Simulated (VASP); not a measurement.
Input of a VASP 6.6.1 run:

File INCAR:

```
PREC = Accurate
ENCUT = 600
EDIFF = 1E-7
ISMEAR = 0
SIGMA = 0.1
LREAL = F
LASPH = T
NELM = 100
ALGO = Normal
ISIF = 3
LWAVE = F
LCHARG = F
GGA = PE
IBRION = 2
NSW = 100
EDIFFG = -0.01
```

The input KPOINTS:

```
regular mesh
0
Gamma
  8 8 8
```

POSCAR

```
Cu3TeAs3
1.0
    5.1462749224      0.0000000000      0.0000000000
    0.0000000000      5.1462749224      0.0000000000
    0.0000000000      0.0000000000      5.1462749224
Cu Te As
3 1 3
Direct
    0.5000000000      0.5000000000      0.0000000000
    0.0000000000      0.5000000000      0.5000000000
    0.5000000000      0.0000000000      0.5000000000
    0.5000000000      0.5000000000      0.5000000000
    0.5000000000      0.0000000000      0.0000000000
    0.0000000000      0.5000000000      0.0000000000
    0.0000000000      0.0000000000      0.5000000000
```

Potentials or basis: VASP PAW PBE potentials, release 64 (Cu, Te, As).

The run is started by

```bash
$ cat potpaw_PBE.64/Cu/POTCAR potpaw_PBE.64/Te/POTCAR potpaw_PBE.64/As/POTCAR > POTCAR
$ mpirun -np 1 vasp_std > vasp.out
```

Task: Predict the relaxed cell.

Result: a = 5.140 Å, b = 5.140 Å, c = 5.140 Å, α = 90.00°, β = 90.00°, γ = 90.00°.

Task: What does it give for the space group after relaxing (to 0.05 Å)?

Result: Pm-3m (No. 221).

Task: What does it give for the relaxed volume?

Result: 19.40 Å³/atom.

Final structure:
```cif
data_structure
_symmetry_space_group_name_H-M 'P 1'
_symmetry_Int_Tables_number 1
_cell_length_a 5.1397
_cell_length_b 5.1397
_cell_length_c 5.1397
_cell_angle_alpha 90.000
_cell_angle_beta 90.000
_cell_angle_gamma 90.000
_cell_volume 135.77
loop_
_atom_site_label
_atom_site_type_symbol
_atom_site_fract_x
_atom_site_fract_y
_atom_site_fract_z
_atom_site_occupancy
Cu1 Cu 0.50000 0.50000 0.00000 1
Cu2 Cu 0.00000 0.50000 0.50000 1
Cu3 Cu 0.50000 0.00000 0.50000 1
Te1 Te 0.50000 0.50000 0.50000 1
As1 As 0.50000 0.00000 0.00000 1
As2 As 0.00000 0.50000 0.00000 1
As3 As 0.00000 0.00000 0.50000 1
```
